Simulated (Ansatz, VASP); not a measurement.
**Two plane-wave programs on C**

File INCAR:

```
SYSTEM = C
ALGO = Normal
EDIFF = 1E-6
ENCUT = 910
GGA_COMPAT = .False.
ISIF = 2
ISMEAR = 0
LASPH = .True.
LCHARG = .True.
LELF = .True.
LREAL = .False.
LVHAR = .True.
LWAVE = .False.
NBANDS = 31
NELM = 120
PREC = Accurate
SIGMA = 0.05
```

Contents of KPOINTS:

```
k-points
0
Gamma
  10 10 3
  0 0 0
```

Contents of POSCAR:

```
C
1.0
   -2.4912907516      0.0000000000      0.0000000000
   -1.2456453758     -2.1575210791      0.0000000000
   -1.5570567198     -0.8989671163     10.2538776052
C
10
Direct
   -0.6307981907     -0.6307981907      0.8741556576
    0.4312481907      0.4312481907      0.7252443424
    0.0143554378      0.0143554378      0.1257869493
    0.5360945622      0.5360945622      0.4736130507
   -0.0477320790     -0.0477320790      0.2747969895
    0.5981820790      0.5981820790      0.3246030105
   -0.3183557211     -0.3183557211      0.9242937306
    0.1188057211      0.1188057211      0.6751062694
    0.3685726639      0.3685726639      0.0756656066
    0.1818773361      0.1818773361      0.5237343934
```

Input for Ansatz:

```yaml
crystal:
  lattice:
    - [-2.4912907516, 0.0, 0.0]
    - [-1.2456453758, -2.1575210791, 0.0]
    - [-1.5570567198, -0.8989671163, 10.2538776052]
  atoms:
    - { symbol: C, position: [-0.6307981907, -0.6307981907, 0.8741556576] }
    - { symbol: C, position: [0.4312481907, 0.4312481907, 0.7252443424] }
    - { symbol: C, position: [0.0143554378, 0.0143554378, 0.1257869493] }
    - { symbol: C, position: [0.5360945622, 0.5360945622, 0.4736130507] }
    - { symbol: C, position: [-0.047732079, -0.047732079, 0.2747969895] }
    - { symbol: C, position: [0.598182079, 0.598182079, 0.3246030105] }
    - { symbol: C, position: [-0.3183557211, -0.3183557211, 0.9242937306] }
    - { symbol: C, position: [0.1188057211, 0.1188057211, 0.6751062694] }
    - { symbol: C, position: [0.3685726639, 0.3685726639, 0.0756656066] }
    - { symbol: C, position: [0.1818773361, 0.1818773361, 0.5237343934] }
basis:
  ecutwfc: 420
kpoints:
  mp_grid: { grid: [10, 10, 3] }
hamiltonian:
  xc: lda
scf:
  occupations: { method: gaussian, width: 0.05 }
output:
  forces: true
  stress: true
  eigenvalues: true
```

Alike in both runs: task single point; functional LDA; k mesh 10 × 10 × 3; occupations gaussian, width 0.05 eV; no spin polarisation.

|  | VASP | Ansatz |
| --- | --- | --- |
| version | VASP 6.6.1 | Ansatz 0.2.0 |
| potentials or method | VASP PAW LDA potentials, release 64 (C_h), cutoff 910 eV | scalar-relativistic, plane waves, PAW |
| valence electrons in the cell | 40 | 40 |

|  | VASP | Ansatz | Ansatz less VASP |
| --- | --- | --- | --- |
| gap on the k mesh at the Fermi level (eV) | none | none | - |
| rms of the force components (eV/Å) | 1.285 | 1.289 | +0.0046 |

LDA's correlation is that of Perdew and Zunger in VASP and of Perdew and Wang (1992) in Ansatz. Atom by atom the forces differ by 0.007 eV/Å (rms over components). A gap of «none» marks a metal or a gap that the smearing closes.

Noted on VASP's run: the cutoff is short for stress, so the pressure is rough.
